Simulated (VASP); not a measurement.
# MnB6 in VASP: notebook

MnB6 is run at these levels: PBE; tasks: single point.

Everything below comes from runs of VASP 6.6.1. Logs are shortened: lines on timing, memory, paths and dates and some standing lists are left out, and cuts for length are marked.

## Step 1: The cell of the first run

The structure is monoclinic, space group C2/m (No. 12). The conventional cell has a = 5.909 Å, b = 4.885 Å, c = 3.604 Å, α = 90.00°, β = 90.50°, γ = 90.00°. Within 2.7 Å of Mn (site symmetry 2/m) lie 12 B at 2.06 to 2.21 Å. B (site symmetry 1) has 5 B at 1.71 to 1.92 Å and 2 Mn at 2.06 to 2.21 Å within 2.3 Å. B (site symmetry 2) has 5 B at 1.71 to 2.09 Å and 2 Mn at 2.08 Å within 2.3 Å.

## Step 2: Single point, PBE

INCAR

```
SYSTEM = MnB6
  PREC = Accurate
  ENCUT = 520
  EDIFF = 1E-6
  ISMEAR = 0
  SIGMA = 0.2
  LREAL = .False.
  LASPH = .True.
  NELM = 80
  ALGO = Normal
  ISIF = 2
  LWAVE = .False.
  LCHARG = .True.
  GGA = PE
  LELF = .True.
  LVHAR = .True.
  NBANDS = 24
```

KPOINTS

```
regular mesh
0
Gamma
  6 6 6
  0 0 0
```

POSCAR

```
MnB6
1.0
   -0.0326703406      0.0000000000      3.6040253812
   -2.9546076306      2.4425261254     -0.0011719706
   -2.9546076306     -2.4425261254     -0.0011719706
Mn B
1 6
Direct
    1.0000000000      1.0000000000      0.0000000000
    0.7527808411      0.5371713247      0.9233275265
    0.2472191589      0.0766724735      0.4628286753
    0.2472191589      0.4628286753      0.0766724735
    0.7527808411      0.9233275265      0.5371713247
    0.5000000000      0.7865906718      0.2134093282
    0.5000000000      0.2134093282      0.7865906718
```

Potentials or basis: VASP PAW PBE potentials, release 64 (Mn_pv, B).

The run is started by

```sh
$ cat potpaw_PBE.64/Mn_pv/POTCAR potpaw_PBE.64/B/POTCAR > POTCAR
$ mpirun -np 1 vasp_std > vasp.out
```

OUTCAR:

```text
SYSTEM = MnB6
   PREC = Accurate
   ENCUT = 520
   EDIFF = 1E-6
   ISMEAR = 0
   LREAL = .False.
   LASPH = .True.
   NELM = 80
   ISIF = 2
   GGA = PE

 ion  position               nearest neighbor table
   1  0.000  0.000  0.000-   2 2.06   3 2.06   4 2.06   5 2.06   6 2.08   7 2.08   6 2.08   7 2.08
                             3 2.21   4 2.21   2 2.21   5 2.21
   2  0.753  0.537  0.923-   7 1.71   6 1.83   4 1.88   5 1.89   4 1.92   1 2.06   1 2.21
   3  0.247  0.077  0.463-   7 1.71   6 1.83   5 1.88   4 1.89   5 1.92   1 2.06   1 2.21
   4  0.247  0.463  0.077-   6 1.71   7 1.83   2 1.88   3 1.89   2 1.92   1 2.06   1 2.21
   5  0.753  0.923  0.537-   6 1.71   7 1.83   3 1.88   2 1.89   3 1.92   1 2.06   1 2.21
   6  0.500  0.787  0.213-   4 1.71   5 1.71   2 1.83   3 1.83   1 2.08   1 2.08   7 2.09
   7  0.500  0.213  0.787-   2 1.71   3 1.71   4 1.83   5 1.83   1 2.08   1 2.08   6 2.09

  LATTYP: Found a base centered monoclinic cell.
 ALAT       =     5.9092157261
 B/A-ratio  =     0.8266836882
 C/A-ratio  =     0.6099241630
 COS(beta)  =    -0.0086679431

  Lattice vectors:

 A1 = (   2.9546076306,  -2.4425261254,   0.0011719706)
 A2 = (   2.9546076306,   2.4425261254,   0.0011719706)
 A3 = (  -0.0326703406,   0.0000000000,   3.6040253812)

Analysis of symmetry for initial positions (statically):
=====================================================================
 Subroutine PRICEL returns:
 Original cell was already a primitive cell.

 Routine SETGRP: Setting up the symmetry group for a
 base centered monoclinic supercell.

 Subroutine GETGRP returns: Found  4 space group operations
 (whereof  4 operations were pure point group operations)
 out of a pool of  4 trial point group operations.

The static configuration has the point symmetry C_2h.

Analysis of symmetry for dynamics (positions and initial velocities):
=====================================================================
 Subroutine PRICEL returns:
 Original cell was already a primitive cell.

 Routine SETGRP: Setting up the symmetry group for a
 base centered monoclinic supercell.

 Subroutine GETGRP returns: Found  4 space group operations
 (whereof  4 operations were pure point group operations)
 out of a pool of  4 trial point group operations.

The dynamic configuration has the point symmetry C_2h.

 Subroutine INISYM returns: Found  4 space group operations
 (whereof  4 operations are pure point group operations),
 and found     1 'primitive' translations

----------------------------------------------------------------------------------------

                                     Primitive cell

  volume of cell :      52.0186

  direct lattice vectors                    reciprocal lattice vectors
    -0.032670341  0.000000000  3.604025381    -0.000110059  0.000000000  0.277466527
    -2.954607631  2.442526125 -0.001171971    -0.169226599  0.204706101 -0.001534032
    -2.954607631 -2.442526125 -0.001171971    -0.169226599 -0.204706101 -0.001534032

  length of vectors
     3.604173456  3.833489468  3.833489468     0.277466548  0.265602302  0.265602302

  position of ions in fractional coordinates (direct lattice)
     0.000000000  0.000000000  0.000000000
     0.752780841  0.537171325  0.923327527
     0.247219159  0.076672473  0.462828675
     0.247219159  0.462828675  0.076672473
     0.752780841  0.923327527  0.537171325
     0.500000000  0.786590672  0.213409328
     0.500000000  0.213409328  0.786590672

  ion indices of the primitive-cell ions
   primitive index   ion index
                 1           1
                 2           2
                 3           3
                 4           4
                 5           5
                 6           6
                 7           7

----------------------------------------------------------------------------------------

 KPOINTS: regular mesh

Automatic generation of k-mesh.
 Grid dimensions read from file:
 generate k-points for:    6    6    6

 Generating k-lattice:

  Cartesian coordinates                     Fractional coordinates (reciprocal lattice)
    -0.000018343  0.000000000  0.046244421     0.166666667 -0.000000000 -0.000000000
    -0.028204433  0.034117684 -0.000255672    -0.000000000  0.166666667 -0.000000000
    -0.028204433 -0.034117684 -0.000255672    -0.000000000 -0.000000000  0.166666667

  Length of vectors
     0.046244425  0.044267050  0.044267050

  Shift w.r.t. Gamma in fractional coordinates (k-lattice)
     0.000000000  0.000000000  0.000000000

 Subroutine IBZKPT returns following result:
 ===========================================

 Found     68 irreducible k-points:

 Following reciprocal coordinates:
            Coordinates               Weight
  0.000000  0.000000  0.000000      1.000000
  0.166667  0.000000  0.000000      2.000000
  0.333333  0.000000  0.000000      2.000000
  0.500000  0.000000  0.000000      1.000000
 -0.000000  0.166667 -0.000000      4.000000
  0.166667  0.166667  0.000000      4.000000
[... 16 lines left out ...]
  0.333333  0.166667  0.166667      2.000000
  0.500000  0.166667  0.166667      2.000000
 [... further k-points ...]
   k-points           NKPTS =     68   k-points in BZ     NKDIM =     68   number of bands    NBANDS=     24
   number of dos      NEDOS =    301   number of ions     NIONS =      7
   total plane-waves  NPLWV =  25200
   dimension x,y,z NGX =    28 NGY =   30 NGZ =   30
   dimension x,y,z NGXF=    56 NGYF=   60 NGZF=   60
   ions per type =               1   6
   NGX,Y,Z   is equivalent  to a cutoff of  12.92, 13.01, 13.01 a.u.
   NGXF,Y,Z  is equivalent  to a cutoff of  25.83, 26.02, 26.02 a.u.
 SYSTEM =  MnB6
   PREC   = accura    normal or accurate (medium, high low for compatibility)
   ISTART =      0    job   : 0-new  1-cont  2-samecut
   ICHARG =      2    charge: 1-file 2-atom 10-const
   ISPIN  =      1    spin polarized calculation?
   LNONCOLLINEAR =      F non collinear calculations
   LSORBIT =      F    spin-orbit coupling
   LASPH  =      T    aspherical Exc in radial PAW
   ENCUT  =  520.0 eV  38.22 Ry    6.18 a.u.   6.70  7.13  7.13*2*pi/ulx,y,z
   NELM   =     80;   NELMIN=  2; NELMDL= -5     # of ELM steps
   EDIFF  = 0.1E-05   stopping-criterion for ELM
   LREAL  =      F    real-space projection
   EDIFFG = 0.1E-04   stopping-criterion for IOM
   NSW    =      0    number of steps for IOM
   IBRION =     -1    ionic relax: 0-MD 1-quasi-New 2-CG
   NFREE  =      0    steps in history (QN), initial steepest desc. (CG)
   ISIF   =      2    stress and relaxation
   ISYM   =      2    0-nonsym 1-usesym 2-fastsym
   POTIM  = 0.5000    time-step for ionic-motion
   TEBEG  =    0.0;   TEEND  =   0.0 temperature during run
   PSTRESS=    0.0 pullay stress
   NELECT =      31.0000    total number of electrons
   NUPDOWN=      -1.0000    fix difference up-down
   EMIN   =  10.00;   EMAX   =-10.00  energy-range for DOS
   EFERMI =   0.00;   METHOD = LEGACY
   ISMEAR =     0;   SIGMA  =   0.20  broadening in eV -4-tet -1-fermi 0-gaus
   EFERMI_NEDOS =   21; number of points for ismear=-14 and -15
   IALGO  =     38    algorithm
   IMIX   =      4    mixing-type and parameters
     AMIX     =   0.40;   BMIX     =  1.00
     AMIX_MAG =   1.60;   BMIX_MAG =  1.00
  volume/ion in A,a.u.               =       7.43        50.15
  Fermi-wavevector in a.u.,A,eV,Ry     =   1.377662  2.603403 25.823201  1.897952
  Thomas-Fermi vector in A             =   2.502794
   LORBIT       =      0    0 simple, 1 ext, 2 COOP (PROOUT), +10 PAW based schemes
   GGA     = PE    functional components
   LHFCALC =     F    Hartree Fock is set to
   AEXX    =    0.0000 exact exchange contribution
   IVDW    =     0    specifies the selected vdW correction
   LEPSILON=     F    determine dielectric tensor
   LRPA    =     F    only Hartree local field effects (RPA)
 non-spin polarized calculation
 Gauss-broadening in eV      SIGMA  =   0.20
  energy-cutoff  :      520.00
  volume of cell :       52.02
 maximum number of plane-waves:      1420
   NGX = 13   NGY = 15   NGZ = 15

 number of electron      31.0000011 magnetization

 Free energy of the ion-electron system (eV)
  ---------------------------------------------------
  ext. energy  EPLUGINS =         0.00000000
  ---------------------------------------------------
  free energy    TOTEN  =       -49.67337083 eV

  energy without entropy =      -49.64000713  energy(sigma->0) =      -49.65668898

 E-fermi :   7.7476     XC(G=0): -12.3305

 val. band max:        7.7238401695   @ k =   0.3333   0.3333   0.1667
 cond. band min:       7.7572502881   @ k =   0.5000   0.3333   0.3333
 fundamental gap:      0.0334101186
 Fermi energy:         7.7475875511

 k-point     1 :       0.0000    0.0000    0.0000
  band No.  band energies     occupation
      1     -40.6849      2.00000
      2     -40.5283      2.00000
      3     -40.2982      2.00000
      4      -7.4671      2.00000
      5      -1.5786      2.00000
      6       0.2312      2.00000
[... 16 lines left out ...]
     23      14.2839      0.00000
     24      15.8069      0.00000

 k-point     2 :       0.1667    0.0000    0.0000
  band No.  band energies     occupation
      1     -40.6855      2.00000
      2     -40.5283      2.00000
      3     -40.2999      2.00000
      4      -7.2218      2.00000
      5      -1.3888      2.00000
      6      -1.1136      2.00000
[... 16 lines left out ...]
     23      14.1844      0.00000
     24      15.0822      0.00000

 k-point     3 :       0.3333    0.0000    0.0000
  band No.  band energies     occupation
      1     -40.6867      2.00000
      2     -40.5282      2.00000
      3     -40.3032      2.00000
      4      -6.5496      2.00000
      5      -2.9004      2.00000
      6      -0.8574      2.00000
[... 16 lines left out ...]
     23      14.5609      0.00000
     24      15.4662      0.00000

 k-point     4 :       0.5000    0.0000    0.0000
  band No.  band energies     occupation
      1     -40.6874      2.00000
      2     -40.5282      2.00000
      3     -40.3049      2.00000
      4      -5.9638      2.00000
      5      -3.8948      2.00000
      6      -0.3580      2.00000
[... 16 lines left out ...]
     23      14.5018      0.00000
     24      15.8581      0.00000

 k-point     5 :      -0.0000    0.1667   -0.0000
  band No.  band energies     occupation
      1     -40.6853      2.00000
      2     -40.5286      2.00000
      3     -40.2984      2.00000
      4      -7.2371      2.00000
      5      -2.3344      2.00000
      6      -0.0501      2.00000
[... 16 lines left out ...]
     23      14.6706      0.00000
     24      15.4956      0.00000

 k-point     6 :       0.1667    0.1667    0.0000
  band No.  band energies     occupation
      1     -40.6859      2.00000
      2     -40.5286      2.00000
      3     -40.3001      2.00000
      4      -6.9937      2.00000
      5      -2.1846      2.00000
      6      -0.8453      2.00000
[... 16 lines left out ...]
     23      14.1292      0.00000
     24      15.9949      0.00000
[... 379 lines left out ...]
 k-point    21 :      -0.0000    0.1667    0.1667
  band No.  band energies     occupation
      1     -40.6857      2.00000
      2     -40.5290      2.00000
      3     -40.2986      2.00000
      4      -7.0988      2.00000
      5      -2.1797      2.00000
      6      -0.5030      2.00000
[... 16 lines left out ...]
     23      13.9219      0.00000
     24      15.3486      0.00000

 k-point    22 :       0.1667    0.1667    0.1667
  band No.  band energies     occupation
      1     -40.6863      2.00000
      2     -40.5289      2.00000
      3     -40.3002      2.00000
      4      -6.8576      2.00000
      5      -2.0285      2.00000
      6      -0.8436      2.00000
[... 16 lines left out ...]
     23      14.0612      0.00000
     24      15.9929      0.00000

 k-point    23 :       0.3333    0.1667    0.1667
  band No.  band energies     occupation
      1     -40.6875      2.00000
      2     -40.5289      2.00000
      3     -40.3036      2.00000
      4      -6.2052      2.00000
      5      -2.5581      2.00000
      6      -1.6573      2.00000
[... 16 lines left out ...]
     23      14.8680      0.00000
     24      16.0725      0.00000

 k-point    24 :       0.5000    0.1667    0.1667
  band No.  band energies     occupation
      1     -40.6882      2.00000
      2     -40.5289      2.00000
      3     -40.3052      2.00000
      4      -5.6555      2.00000
      5      -3.5003      2.00000
      6      -1.4108      2.00000
[... 16 lines left out ...]
     23      15.4963      0.00000
     24      16.5848      0.00000

 [... further k-points ...]
[... 5 lines left out ...]
  --------------------------------------------------------------------------------------
  -------------------------------------------------------------------------------------
  Total        0.0631679      0.0125609     -0.0270518      0.0000000      0.0000000     -0.0498024
  in kB        1.9455770      0.3868785     -0.8331993      0.0000000      0.0000000     -1.5339194
  external PRESSURE =       0.4997521 kB  Pullay stress =       0.0000000 kB

 VOLUME and BASIS-vectors are now :
 -----------------------------------------------------------------------------
  energy-cutoff  :      520.00
  volume of cell :       52.02
      direct lattice vectors                 reciprocal lattice vectors
    -0.032670341  0.000000000  3.604025381    -0.000110059  0.000000000  0.277466527
    -2.954607631  2.442526125 -0.001171971    -0.169226599  0.204706101 -0.001534032
    -2.954607631 -2.442526125 -0.001171971    -0.169226599 -0.204706101 -0.001534032

 POSITION                                       TOTAL-FORCE (eV/Angst)
 -----------------------------------------------------------------------------------
      0.00000      0.00000      0.00000         0.000000      0.000000     -0.000000
     -4.33979     -0.94320      2.71133         0.013910      0.034409      0.000282
     -1.60209     -0.94320      0.89035        -0.013910      0.034409     -0.000282
     -1.60209      0.94320      0.89035        -0.013910     -0.034409     -0.000282
     -4.33979      0.94320      2.71133         0.013910     -0.034409      0.000282
     -2.97094      1.40001      1.80084         0.000000     -0.020656      0.000000
     -2.97094     -1.40001      1.80084         0.000000      0.020656      0.000000
 -----------------------------------------------------------------------------------
    total drift:                                0.000000      0.000000      0.000000

  FREE ENERGIE OF THE ION-ELECTRON SYSTEM (eV)
  ---------------------------------------------------
  free  energy   TOTEN  =       -49.6733708288 eV

  energy  without entropy=      -49.6400071340  energy(sigma->0) =      -49.65668898
```

Wall time 2.5 min (1 thread of Intel Xeon 8259CL, shared host); peak memory 0.21 GiB.

Results:

```
Free energy            : -49.6734 eV
Pressure               : 0.0 GPa
Largest force          : 0.037 eV/Å
Band gap on the k mesh : zero (an odd number of electrons rules out a gap without spin polarisation)
```

Forces in eV/Å, atoms in the order of the input:
```
Mn   0.000  0.000  0.000
B    0.014  0.034  0.000
B   -0.014  0.034  0.000
B   -0.014 -0.034  0.000
B    0.014 -0.034  0.000
B    0.000 -0.021  0.000
B    0.000  0.021  0.000
```

Caveat: the run has no spin polarisation, though such a crystal can be magnetic. Spin polarisation is off, so any magnetic state and its effect on volume and gap are missing.

## Step 3: Single point, PBE

INCAR

```
ALGO     = Normal         # electronic algorithm
EDIFF    = 1E-7           # SCF threshold, eV
ENCUT    = 520            # plane-wave cutoff, eV
GGA      = PE             # functional
ISIF     = 2              # what is computed and relaxed
ISMEAR   = 0              # smearing method
LASPH    = T              # aspherical terms in the spheres
LCHARG   = F              # write CHGCAR
LREAL    = F              # projectors in reciprocal space
LWAVE    = F              # write WAVECAR
NBANDS   = 24             # bands
NELM     = 60             # most SCF steps
PREC     = Accurate       # precision mode
SIGMA    = 0.2            # smearing width, eV
```

KPOINTS

```
k-points
0
Gamma
  6 6 6
```

POSCAR

```
MnB6
1.0
    0.0006206219      0.0172234462      3.6022149627
    2.4434527390     -2.9548413594     -0.0147728389
    2.4433633911      2.9551005140      0.0129219311
Mn B
1 6
Direct
   -0.0000003956     -0.0000026756     -0.0000014014
    0.2469121258      0.5376473056      0.0779856046
    0.7531250352      0.0779856913      0.5376490772
    0.7530888468      0.4623501225     -0.0779875214
    0.2468742852     -0.0779868719      0.4623524567
    0.4999731484      0.7860127303      0.7860135198
    0.5000269544      0.2139936978      0.2139882646
```

Potentials or basis: VASP PAW PBE potentials, release 64 (Mn_pv, B).

The run is started by

```sh
$ cat potpaw_PBE.64/Mn_pv/POTCAR potpaw_PBE.64/B/POTCAR > POTCAR
$ mpirun -np 1 vasp_std > vasp.out
```

It took 4 min on 1 thread of Intel Xeon 8259CL, shared host; peak memory 0.25 GiB.

It converged, with:

- Free energy: -49.6738 eV
- Pressure: 0.0 GPa
- Largest force: 0.004 eV/Å
- Band gap on the k mesh: zero (an odd number of electrons rules out a gap without spin polarisation)

Forces on the atoms (eV/Å):
```
Mn   0.000  0.000  0.000
B    0.000 -0.003  0.001
B    0.000  0.003 -0.001
B    0.000  0.003 -0.001
B    0.000 -0.003  0.001
B   -0.004  0.000  0.000
B    0.004  0.000  0.000
```

Stress tensor (GPa, compression positive):
```
-0.05 -0.01  0.04
-0.01  0.12  0.06
 0.04  0.06 -0.01
```

Levels at points of the mesh, in eV from the Fermi level:
```
           k point  band 13  band 14  band 15  band 16  band 17  band 18  band 19  band 20
(0.00, 0.00, 0.00)    -3.40    -3.38    -1.39     0.66     2.76     3.11     3.69     3.91
(0.50, 0.00, 0.00)    -3.34    -2.67    -1.21     0.42     1.13     1.77     2.52     4.51
(0.00, 0.50, 0.00)    -2.82    -2.42    -2.26     0.08     1.94     2.61     3.64     4.05
(0.50, 0.50, 0.00)    -2.21    -2.07    -1.43    -0.51     0.57     1.89     2.86     5.08
(0.00, 0.00, 0.50)    -2.82    -2.42    -2.26     0.08     1.94     2.61     3.64     4.05
(0.50, 0.00, 0.50)    -2.21    -2.07    -1.43    -0.51     0.57     1.89     2.87     5.08
(0.00, 0.50, 0.50)    -3.24    -2.62    -0.71    -0.21     0.92     3.55     3.66     4.16
(0.50, 0.50, 0.50)    -1.64    -1.42    -0.86    -0.72     0.83     3.38     3.40     4.81
```

Caveat: the run has no spin polarisation, though such a crystal can be magnetic.

The gap in the log of VASP goes by the Fermi energy; the results here count the filled bands.